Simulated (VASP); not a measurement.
## Ge: single point with PBEsol

Crystal: Ge.

```xyz
4
Lattice="0.0000 2.8655 4.8484 2.5373 0.0000 4.8484 2.5373 2.8655 0.0000" Properties=species:S:1:pos:R:3 pbc="T T T"
Ge    2.5373    4.0945    4.8484
Ge    2.5373    1.6365    4.8484
Ge    2.5373    2.8655    7.5094
Ge    2.5373    2.8655    2.1873
```

This cell differs from its parent crystal: Si replaced by Ge, lengths x 1.049, strained.

| Quantity | Value |
| --- | --- |
| Program | VASP 6.6.1 |
| Task | single point |
| Functional | PBEsol |
| Potentials or basis | VASP PAW PBE potentials, release 64 (Ge_d) |
| Cutoff | 520 eV |
| k mesh | 12 × 12 × 12 |
| Occupations | gaussian, width 0.1 eV |
| Spin | no spin polarisation |

```yaml
Pressure: 4.1 GPa
Largest_force: 0.694 eV/Å
Band_gap_on_the_k_mesh: zero (bands 28 and 29 overlap by 3.85 eV)
```

Forces on the atoms (eV/Å):
```
Ge   0.000  0.694  0.000
Ge   0.000 -0.694  0.000
Ge   0.000  0.000  0.186
Ge   0.000  0.000 -0.186
```

Stress tensor (GPa, compression positive):
```
6.11 0.00 0.00
0.00 3.26 0.00
0.00 0.00 2.98
```

Levels at points of the mesh, in eV from the Fermi level:
| k point | band 24 | band 25 | band 26 | band 27 | band 28 | band 29 | band 30 | band 31 | band 32 | band 33 |
| --- | --- | --- | --- | --- | --- | --- | --- | --- | --- | --- |
| (0.00, 0.00, 0.00) | -3.47 | -3.30 | -2.61 | -2.22 | -2.22 | -2.11 | 2.54 | 3.34 | 3.68 | 6.24 |
| (0.50, 0.00, 0.00) | -7.43 | -2.07 | -1.98 | -0.91 | 0.54 | 0.88 | 1.29 | 2.22 | 2.40 | 3.95 |
| (0.50, 0.50, 0.00) | -4.51 | -2.52 | -2.46 | 0.46 | 0.75 | 1.34 | 1.66 | 2.42 | 2.50 | 4.66 |
| (0.50, 0.00, 0.50) | -7.40 | -4.98 | -4.73 | -3.15 | -2.81 | -1.40 | -1.35 | 4.67 | 5.63 | 8.16 |
| (0.00, 0.50, 0.50) | -6.80 | -6.38 | -5.97 | -2.80 | -2.22 | -2.00 | 3.02 | 4.32 | 4.32 | 6.73 |

Run time: 10 min on 1 thread of Oxide Virtual Turin-like Processor (shared host), peak memory 0.54 GiB.

Caveat: the cell differs from its parent crystal (Si replaced by Ge, lengths x 1.049, strained); the cell stands under pressure; the PAW data sets were made with another functional, which shifts forces and pressure a little.
